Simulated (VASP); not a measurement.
# Ti2Al6H in VASP: a series of runs, part 2 of 2

VASP 6.6.1. The steps go on from the part before.

## (3) Single point, PBE+D3(BJ)

The input, INCAR:

```
PREC = Accurate ; ENCUT = 520
EDIFF = 1E-6 ; ISMEAR = 0
SIGMA = 0.1 ; LREAL = False
LASPH = True ; NELM = 100
ALGO = Normal ; ISIF = 2
LWAVE = False ; LCHARG = False
LDIPOL = True ; IDIPOL = 3
DIPOL = 0.5 0.5 0.313 ; GGA = PE
IVDW = 12 ; NBANDS = 32
```

The input, KPOINTS:

```
Automatic mesh
0
Gamma
  6 6 1
```

The input, POSCAR:

```
Ti2Al6H
1.0
    5.0241861184      0.0000000000      0.0000000000
    2.1588814492      4.5367033229      0.0000000000
    0.0000000000      0.0000000000     21.1187114590
Al Ti H
6 2 1
Direct
    0.5000000000      0.0000000000      0.1894054951
    0.0000000000      0.5000000000      0.1894054951
    0.0000000000      0.0000000000      0.2529248171
    0.0000000000      0.5000000000      0.3208670637
    0.5000000000      0.0000000000      0.3208670637
    0.5000000000      0.5000000000      0.3844321409
    0.5000000000      0.5000000000      0.2529248171
    0.0000000000      0.0000000000      0.3814982025
    1.0000000000      1.0000000000      0.5264862622
```

Potentials or basis: VASP PAW PBE potentials, release 64 (Al, Ti_sv, H).

On the command line:

```bash
> cat potpaw_PBE.64/Al/POTCAR potpaw_PBE.64/Ti_sv/POTCAR potpaw_PBE.64/H/POTCAR > POTCAR
> mpirun -np 1 vasp_std > vasp.out
```

OUTCAR:

```text
PREC = Accurate
   ENCUT = 520
   EDIFF = 1E-6
   ISMEAR = 0
   LREAL = False
   LASPH = True
   NELM = 100
   ISIF = 2
   GGA = PE
   IVDW = 12
 IVDW          = 12

 ion  position               nearest neighbor table
   1  0.500  0.000  0.189-   2 2.68   2 2.68   5 2.78   7 2.85   7 2.85   3 2.85   3 2.85
   2  0.000  0.500  0.189-   1 2.68   1 2.68   4 2.78   3 2.85   3 2.85   7 2.85   7 2.85
   3  0.000  0.000  0.253-   7 2.68   7 2.68   8 2.72   2 2.85   2 2.85   1 2.85   1 2.85   4 2.89
                             4 2.89   5 2.89   5 2.89
   4  0.000  0.500  0.321-   5 2.68   5 2.68   2 2.78   8 2.82   8 2.82   6 2.85   6 2.85   3 2.89
                             3 2.89   7 2.89   7 2.89
   5  0.500  0.000  0.321-   4 2.68   4 2.68   1 2.78   8 2.82   8 2.82   6 2.85   6 2.85   7 2.89
                             7 2.89   3 2.89   3 2.89
   6  0.500  0.500  0.384-   8 2.68   8 2.68   7 2.78   5 2.85   5 2.85   4 2.85   4 2.85
   7  0.500  0.500  0.253-   3 2.68   3 2.68   6 2.78   1 2.85   1 2.85   2 2.85   2 2.85   5 2.89
                             5 2.89   4 2.89   4 2.89
   8  0.000  0.000  0.381-   6 2.68   6 2.68   3 2.72   4 2.82   4 2.82   5 2.82   5 2.82
   9  0.000  0.000  0.526-

  LATTYP: Found a base centered orthorhombic cell.
 ALAT       =     5.3657849274
 B/A-ratio  =     1.5833231878
 C/A-ratio  =     3.9358102765

  Lattice vectors:

 A1 = (  -2.1588814492,  -4.5367033229,   0.0000000000)
 A2 = (   5.0241861184,   0.0000000000,   0.0000000000)
 A3 = (   0.0000000000,   0.0000000000,  21.1187114590)

Analysis of symmetry for initial positions (statically):
=====================================================================
 Subroutine PRICEL returns:
 Original cell was already a primitive cell.

 Routine SETGRP: Setting up the symmetry group for a
 base centered orthorhombic supercell.

 Subroutine GETGRP returns: Found  4 space group operations
 (whereof  4 operations were pure point group operations)
 out of a pool of  8 trial point group operations.

The static configuration has the point symmetry C_2v.

Analysis of symmetry for dynamics (positions and initial velocities):
=====================================================================
 Subroutine PRICEL returns:
 Original cell was already a primitive cell.

 Routine SETGRP: Setting up the symmetry group for a
 base centered orthorhombic supercell.

 Subroutine GETGRP returns: Found  4 space group operations
 (whereof  4 operations were pure point group operations)
 out of a pool of  8 trial point group operations.

The dynamic configuration has the point symmetry C_2v.

 Subroutine INISYM returns: Found  4 space group operations
 (whereof  4 operations are pure point group operations),
 and found     1 'primitive' translations

----------------------------------------------------------------------------------------

                                     Primitive cell

  volume of cell :     481.3639

  direct lattice vectors                    reciprocal lattice vectors
     5.024186118  0.000000000  0.000000000     0.199037212 -0.094715858  0.000000000
     2.158881449  4.536703323  0.000000000     0.000000000  0.220424376  0.000000000
     0.000000000  0.000000000 21.118711459     0.000000000  0.000000000  0.047351374

  length of vectors
     5.024186118  5.024186118 21.118711459     0.220424376  0.220424376  0.047351374

  position of ions in fractional coordinates (direct lattice)
     0.500000000  0.000000000  0.189405495
     0.000000000  0.500000000  0.189405495
     0.000000000  0.000000000  0.252924817
     0.000000000  0.500000000  0.320867064
     0.500000000  0.000000000  0.320867064
     0.500000000  0.500000000  0.384432141
     0.500000000  0.500000000  0.252924817
     0.000000000  0.000000000  0.381498202
     0.000000000  0.000000000  0.526486262
[... 68 lines left out ...]
   LSORBIT =      F    spin-orbit coupling
   LASPH  =      T    aspherical Exc in radial PAW
   ENCUT  =  520.0 eV  38.22 Ry    6.18 a.u.   9.34  9.34 39.27*2*pi/ulx,y,z
   NELM   =    100;   NELMIN=  2; NELMDL= -5     # of ELM steps
   EDIFF  = 0.1E-05   stopping-criterion for ELM
   LREAL  =      F    real-space projection
   EDIFFG = 0.1E-04   stopping-criterion for IOM
   NSW    =      0    number of steps for IOM
   IBRION =     -1    ionic relax: 0-MD 1-quasi-New 2-CG
   NFREE  =      0    steps in history (QN), initial steepest desc. (CG)
   ISIF   =      2    stress and relaxation
   ISYM   =      2    0-nonsym 1-usesym 2-fastsym
   POTIM  = 0.5000    time-step for ionic-motion
   TEBEG  =    0.0;   TEEND  =   0.0 temperature during run
   PSTRESS=    0.0 pullay stress
   NELECT =      43.0000    total number of electrons
   NUPDOWN=      -1.0000    fix difference up-down
   EMIN   =  10.00;   EMAX   =-10.00  energy-range for DOS
   EFERMI =   0.00;   METHOD = LEGACY
   ISMEAR =     0;   SIGMA  =   0.10  broadening in eV -4-tet -1-fermi 0-gaus
   EFERMI_NEDOS =   21; number of points for ismear=-14 and -15
   IALGO  =     38    algorithm
   IMIX   =      4    mixing-type and parameters
     AMIX     =   0.40;   BMIX     =  1.00
     AMIX_MAG =   1.60;   BMIX_MAG =  1.00
  volume/ion in A,a.u.               =      53.48       360.93
  Fermi-wavevector in a.u.,A,eV,Ry     =   0.731824  1.382946  7.286817  0.535566
  Thomas-Fermi vector in A             =   1.824136
   LORBIT       =      0    0 simple, 1 ext, 2 COOP (PROOUT), +10 PAW based schemes
   GGA     = PE    functional components
   LHFCALC =     F    Hartree Fock is set to
   AEXX    =    0.0000 exact exchange contribution
   IVDW    =    12    specifies the selected vdW correction
   LEPSILON=     F    determine dielectric tensor
   LRPA    =     F    only Hartree local field effects (RPA)
 non-spin polarized calculation
 Gauss-broadening in eV      SIGMA  =   0.10
  energy-cutoff  :      520.00
  volume of cell :      481.36
 maximum number of plane-waves:     13000
 NGX is ok and might be reduce to    40
   NGX = 19   NGY = 19   NGZ = 79

 dipolmoment           0.000000      0.000000     -0.108320 electrons x Angstroem

 number of electron      43.0000002 magnetization

 dipolmoment           0.000000      0.000000      0.308566 electrons x Angstroem

 Free energy of the ion-electron system (eV)
  ---------------------------------------------------
  ext. energy  EPLUGINS =         0.00000000
  ---------------------------------------------------
  free energy    TOTEN  =       -37.25639681 eV

  energy without entropy =      -37.22081978  energy(sigma->0) =      -37.23860829

 E-fermi :  -1.6529     XC(G=0):  -4.0900

 val. band max:       -1.6966463583   @ k =   0.5000  -0.0000   0.0000
 cond. band min:      -1.6438226168   @ k =  -0.1667   0.1667   0.0000
 fundamental gap:      0.0528237415
 Fermi energy:        -1.6529033221

 k-point     1 :       0.0000    0.0000    0.0000
  band No.  band energies     occupation
      1     -58.5584      2.00000
      2     -58.2295      2.00000
      3     -34.8897      2.00000
      4     -34.8748      2.00000
      5     -34.7107      2.00000
      6     -34.6189      2.00000
[... 444 lines left out ...]
     31       1.7192      0.00000
     32       1.7324      0.00000

------------------------ aborting loop because EDIFF is reached ----------------------------------------

 vacuum level on the upper side and lower side of the slab       (xc-potential included)         1.067        -1.309

 Edisp (eV)   -2.02450

 E8    (eV) :    -0.9640

  FORCE on cell =-STRESS in cart. coord.  units (eV):
  Direction    XX          YY          ZZ          XY          YZ          ZX
  --------------------------------------------------------------------------------------
  -------------------------------------------------------------------------------------
  Total      -4.27996    -2.51799    -4.95213    -1.85132     0.00000     0.00000
  in kB     -14.24549    -8.38089   -16.48272    -6.16197     0.00000     0.00000
  external pressure =      -13.04 kB  Pullay stress =        0.00 kB

 VOLUME and BASIS-vectors are now :
 -----------------------------------------------------------------------------
  energy-cutoff  :      520.00
  volume of cell :      481.36
      direct lattice vectors                 reciprocal lattice vectors
     5.024186118  0.000000000  0.000000000     0.199037212 -0.094715858  0.000000000
     2.158881449  4.536703323  0.000000000     0.000000000  0.220424376  0.000000000
     0.000000000  0.000000000 21.118711459     0.000000000  0.000000000  0.047351374

 POSITION                                       TOTAL-FORCE (eV/Angst)
 -----------------------------------------------------------------------------------
      2.51209      0.00000      4.00000        -0.000000      0.000000      0.506872
      1.07944      2.26835      4.00000         0.000000      0.000000      0.506872
      0.00000      0.00000      5.34145        -0.000000      0.000000     -0.514345
      1.07944      2.26835      6.77630        -0.000000      0.000000     -0.042162
      2.51209      0.00000      6.77630        -0.000000      0.000000     -0.042162
      3.59153      2.26835      8.11871         0.000000      0.000000      0.237111
      3.59153      2.26835      5.34145        -0.000000      0.000000     -0.574824
      0.00000      0.00000      8.05675        -0.000000      0.000000      1.194413
      0.00000      0.00000     11.11871        -0.000000      0.000000     -1.271774
 -----------------------------------------------------------------------------------
    total drift:                                0.000000      0.000000     -0.000126

  FREE ENERGIE OF THE ION-ELECTRON SYSTEM (eV)
  ---------------------------------------------------
  free  energy   TOTEN  =       -39.2808979366 eV

  energy  without entropy=      -39.2453209003  energy(sigma->0) =      -39.26310942

 vacuum level on the upper side and lower side of the slab         4.885         2.447
```

It took 9.7 min on 1 thread of Intel Xeon Platinum 8259CL at 2.50GHz (Skylake/Cascade Lake), shared host; peak memory 0.63 GiB.

Results:

| Quantity | Value |
| --- | --- |
| Free energy | -39.2809 eV |
| Largest force | 1.272 eV/Å |
| Dispersion energy per atom | -0.225 eV |

Forces on the atoms (eV/Å):
```
Al   0.000  0.000  0.507
Al   0.000  0.000  0.507
Al   0.000  0.000 -0.514
Al   0.000  0.000 -0.042
Al   0.000  0.000 -0.042
Al   0.000  0.000  0.237
Ti   0.000  0.000 -0.575
Ti   0.000  0.000  1.194
H    0.000  0.000 -1.272
```

Levels at points of the mesh, in eV from the Fermi level:
```csv
k point,band 19,band 20,band 21,band 22,band 23,band 24,band 25,band 26
"(0.00, 0.00, 0.00)",-1.00,-0.85,-0.42,-0.22,-0.14,0.87,1.04,1.80
"(0.50, 0.00, 0.00)",-0.41,-0.22,-0.08,-0.04,0.35,0.83,1.03,1.30
"(0.50, 0.50, 0.00)",-0.34,-0.15,0.42,0.44,0.47,0.57,0.74,0.83
```
